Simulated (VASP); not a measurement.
# ScAl (Pm-3m) in VASP: a series of runs, part 2 of 2

VASP 6.6.1. Earlier steps stand in the parts before.

**4. Electric field gradients, LDA (18.57 Å³/atom)**

This run uses another cell than the first one, of 18.57 Å³/atom.

The input, INCAR:

```
PREC = Accurate ; ENCUT = 520
EDIFF = 1E-8 ; ISMEAR = -1
SIGMA = 0.05 ; LREAL = F
LASPH = T ; NELM = 80
ALGO = Normal ; ISIF = 2
LWAVE = F ; LCHARG = F
LEFG = T ; NBANDS = 14
```

The input, KPOINTS:

```
Automatic mesh
0
Gamma
  10 10 10
```

The input, POSCAR:

```
ScAl
1.0
    3.3363027133      0.0000000000      0.0000000000
    0.0000000000      3.3363027133      0.0000000000
    0.0000000000      0.0000000000      3.3363027133
Sc Al
1 1
Direct
    0.5000000000      0.5000000000      0.5000000000
    0.0000000000      0.0000000000      0.0000000000
```

Potentials or basis: VASP PAW LDA potentials, release 64 (Sc_sv, Al).

Started as:

```console
cat potpaw_LDA.64/Sc_sv/POTCAR potpaw_LDA.64/Al/POTCAR > POTCAR
mpirun -np 1 vasp_std > vasp.out
```

OUTCAR:

```text
PREC = Accurate
   ENCUT = 520
   EDIFF = 1E-8
   ISMEAR = -1
   LREAL = F
   LASPH = T
   NELM = 80
   ISIF = 2

 ion  position               nearest neighbor table
   1  0.500  0.500  0.500-   2 2.89   2 2.89   2 2.89   2 2.89   2 2.89   2 2.89   2 2.89   2 2.89

   2  0.000  0.000  0.000-   1 2.89   1 2.89   1 2.89   1 2.89   1 2.89   1 2.89   1 2.89   1 2.89

  LATTYP: Found a simple cubic cell.
 ALAT       =     3.3363027133

  Lattice vectors:

 A1 = (   3.3363027133,   0.0000000000,   0.0000000000)
 A2 = (   0.0000000000,   3.3363027133,   0.0000000000)
 A3 = (   0.0000000000,   0.0000000000,   3.3363027133)

Analysis of symmetry for initial positions (statically):
=====================================================================
 Subroutine PRICEL returns:
 Original cell was already a primitive cell.

 Routine SETGRP: Setting up the symmetry group for a
 simple cubic supercell.

 Subroutine GETGRP returns: Found 48 space group operations
 (whereof 48 operations were pure point group operations)
 out of a pool of 48 trial point group operations.

The static configuration has the point symmetry O_h .

Analysis of symmetry for dynamics (positions and initial velocities):
=====================================================================
 Subroutine PRICEL returns:
 Original cell was already a primitive cell.

 Routine SETGRP: Setting up the symmetry group for a
 simple cubic supercell.

 Subroutine GETGRP returns: Found 48 space group operations
 (whereof 48 operations were pure point group operations)
 out of a pool of 48 trial point group operations.

[... 166 lines left out ...]
     10       8.8072      0.00000
     11       9.9352      0.00000
     12       9.9352      0.00000
     13       9.9352      0.00000
     14      14.9018      0.00000
[... 377 lines left out ...]
      1     -42.6767      2.00000
      2     -21.7492      2.00000
      3     -21.6237      2.00000
      4     -21.6216      2.00000
      5      -0.9421      2.00000
      6       3.7675      2.00000
      7       5.7408      1.99774
      8       7.0787      0.00000
      9       7.0874      0.00000
     10       8.5029      0.00000
     11       9.5974      0.00000
     12      11.8384      0.00000
     13      11.9934      0.00000
     14      14.2000      0.00000

 [... further k-points ...]
[... 5 lines left out ...]
  --------------------------------------------------------------------------------------
  -------------------------------------------------------------------------------------
  Total       -0.4590812     -0.4590812     -0.4590812     -0.0000000     -0.0000000      0.0000000
  in kB      -19.8063186    -19.8063186    -19.8063186     -0.0000000     -0.0000000      0.0000000
  external PRESSURE =     -19.8063186 kB  Pullay stress =       0.0000000 kB

 VOLUME and BASIS-vectors are now :
 -----------------------------------------------------------------------------
  energy-cutoff  :      520.00
  volume of cell :       37.14
      direct lattice vectors                 reciprocal lattice vectors
     3.336302713  0.000000000  0.000000000     0.299732994  0.000000000  0.000000000
     0.000000000  3.336302713  0.000000000     0.000000000  0.299732994  0.000000000
     0.000000000  0.000000000  3.336302713     0.000000000  0.000000000  0.299732994

 POSITION                                       TOTAL-FORCE (eV/Angst)
 -----------------------------------------------------------------------------------
      1.66815      1.66815      1.66815         0.000000      0.000000      0.000000
      0.00000      0.00000      0.00000         0.000000      0.000000      0.000000
 -----------------------------------------------------------------------------------
    total drift:                                0.000000      0.000000      0.000000

  FREE ENERGIE OF THE ION-ELECTRON SYSTEM (eV)
  ---------------------------------------------------
  free  energy   TOTEN  =       -11.8880573197 eV

  energy  without entropy=      -11.8815702487  energy(sigma->0) =      -11.88481378

 Electric field gradients (V/A^2)
---------------------------------------------------------------------
 ion       V_xx      V_yy      V_zz      V_xy      V_xz      V_yz
---------------------------------------------------------------------
   1      -0.000    -0.000     0.000    -0.000    -0.000     0.000
   2      -0.000     0.000    -0.000    -0.000     0.000     0.000
---------------------------------------------------------------------

 Electric field gradients after diagonalization (V/A^2)
 (convention: |V_zz| > |V_xx| > |V_yy|)
----------------------------------------------------------------------
 ion       V_xx      V_yy      V_zz     asymmetry (V_yy - V_xx)/ V_zz
----------------------------------------------------------------------
   1      -0.000    -0.000     0.000       0.011
   2      -0.000     0.000    -0.000      -0.825
----------------------------------------------------------------------

           NMR quadrupolar parameters

 Cq : quadrupolar parameter    Cq=e*Q*V_zz/h
 eta: asymmetry parameters     (V_yy - V_xx)/ V_zz
 Q  : nuclear electric quadrupole moment in mb (millibarn)
----------------------------------------------------------------------
 ion       Cq(MHz)       eta       Q (mb)
----------------------------------------------------------------------
   1       0.000       0.011       1.000
   2      -0.000      -0.825       1.000
----------------------------------------------------------------------
```

Run time: 21 s. Hardware: 1 thread of Intel Xeon Platinum 8375C at 2.90GHz (Ice Lake), shared host; peak memory 0.16 GiB.

Results:

| Property | Result |
| --- | --- |
| Free energy | -11.8881 eV |
| Pressure | -2.0 GPa |
| Band gap on the k mesh | zero (bands 7 and 8 overlap by 1.12 eV) |
| Largest electric field gradient by atom | under 0.05 V/Å² on every atom |

Levels at points of the mesh, in eV from the Fermi level:
| k point | band 5 | band 6 | band 7 | band 8 | band 9 | band 10 |
| --- | --- | --- | --- | --- | --- | --- |
| (0.00, 0.00, 0.00) | -8.54 | -0.74 | -0.74 | 2.73 | 2.73 | 2.73 |
| (0.50, 0.00, 0.00) | -5.67 | -4.58 | 0.22 | 0.75 | 0.75 | 2.97 |
| (0.50, 0.50, 0.00) | -4.79 | -1.80 | -1.80 | -0.85 | 1.51 | 1.51 |
| (0.50, 0.50, 0.50) | -2.62 | -2.62 | -2.62 | -0.40 | 3.06 | 3.06 |
